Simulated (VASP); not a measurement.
Runs of VASP 6.6.1 on Al2BAs2. The structure is that of space group P-6m2 (No. 187), or close to it. The cells are those of the table. 

```tsv
task	cell	k mesh	cutoff (eV)	gap on the mesh (eV)	pressure (GPa)	relaxed volume (Å³/atom)	largest force (eV/Å)
relaxation of cell and atoms	relaxed from a = 3.581, b = 3.581, c = 7.780 Å, angles 90.0, 90.0, 120.0°, 5 atoms	12 × 12 × 6	600	none	0.0	17.51	-
single point	a = 3.604, b = 3.604, c = 7.760 Å, angles 90.0, 90.0, 120.0°, 5 atoms	12 × 12 × 6	520	none	0.3	-	(a)
single point	a = 3.897, b = 3.897, c = 7.620 Å, angles 90.0, 90.0, 120.0°, 5 atoms	6 × 6 × 2	520	none	(b)	-	0.48
single point	a = 3.581, b = 3.581, c = 7.780 Å, angles 90.0, 90.0, 120.0°, 5 atoms	6 × 6 × 2	520	none	0.3	-	0.03
relaxation of cell and atoms	relaxed from a = 3.897, b = 3.897, c = 7.620 Å, angles 90.0, 90.0, 120.0°, 5 atoms	6 × 6 × 2	600	none	-0.1	17.35	0.02
```

Alike in all rows: level PBE; potentials or basis VASP PAW PBE potentials, release 64 (Al, B, As); no spin polarisation; smearing gaussian 0.1 eV.

Task: Estimate the missing entries.

Result: (a) 0.01; (b) -8.3.

Caveats: some runs use coarse meshes.

A k mesh can miss the band edges, and the runs leave out spin-orbit coupling on As.

A gap of «none» marks levels without a gap at the run's occupations.
